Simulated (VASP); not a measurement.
A run of VASP 6.6.1 is set up as follows.

Contents of INCAR:

```
ALGO     = Normal         # electronic algorithm
EDIFF    = 1E-8           # SCF threshold, eV
ENCUT    = 520            # plane-wave cutoff, eV
GGA      = PE             # functional
IBRION   = 8              # ionic algorithm
ISIF     = 2              # what is computed and relaxed
ISMEAR   = -1             # smearing method
LASPH    = T              # aspherical terms in the spheres
LCHARG   = F              # write CHGCAR
LREAL    = F              # projectors in reciprocal space
LWAVE    = F              # write WAVECAR
NELM     = 60             # most SCF steps
NSW      = 1              # ionic steps
PREC     = Accurate       # precision mode
SIGMA    = 0.05           # smearing width, eV
```

Contents of KPOINTS:

```
k-points
0
Gamma
  6 6 6
```

File POSCAR:

```
TiAl
1.0
    3.1790640000      0.0000000000      0.0000000000
    0.0000000000      3.1790640000      0.0000000000
    0.0000000000      0.0000000000      3.1790640000
Ti Al
1 1
Direct
    0.0000000000      0.0000000000      0.0000000000
    0.5000000000      0.5000000000      0.5000000000
```

Potentials or basis: VASP PAW PBE potentials, release 64 (Ti_sv, Al).

The run is started by

```bash
$ cat potpaw_PBE.64/Ti_sv/POTCAR potpaw_PBE.64/Al/POTCAR > POTCAR
$ mpirun -np 1 vasp_std > vasp.out
```

(1) What does it give for the highest phonon frequency at Γ?

## Answers

(1) 315 cm⁻¹.
